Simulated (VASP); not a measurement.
**Mg: single point with PBE**

Mg:

```
Mg
1.0
     0.00000    2.17989    2.17989
     2.17989    0.00000    2.17989
     2.17989    2.17989    0.00000
Mg
1
Cartesian
  0.0000 0.0000 0.0000
```

This cell differs from its parent crystal: strained.

```
Program             : VASP 6.6.1
Task                : single point
Functional          : PBE
Potentials or basis : VASP PAW PBE potentials, release 64 (Mg)
Cutoff              : 520 eV
k mesh              : 16 × 16 × 16
Occupations         : gaussian, width 0.1 eV
Spin                : no spin polarisation
```

```
Pressure               : 4.7 GPa
Band gap on the k mesh : zero (band 1 reaches 4.68 eV, above the bottom of band 2 at 1.90 eV)
```

Levels at points of the mesh, in eV from the Fermi level:
```tsv
k point	band 1	band 2	band 3	band 4	band 5	band 6
(0.00, 0.00, 0.00)	-7.36	13.03	13.03	13.03	15.47	15.52
(0.50, 0.00, 0.00)	-1.87	-1.27	11.85	11.85	13.17	13.17
(0.50, 0.50, 0.00)	-0.24	0.87	6.30	7.52	7.52	10.82
```

Wall time 17 s on 1 thread of Intel Xeon 6975P-C (shared host), peak memory 0.15 GiB.

Caveat: the cell differs from its parent crystal (strained).
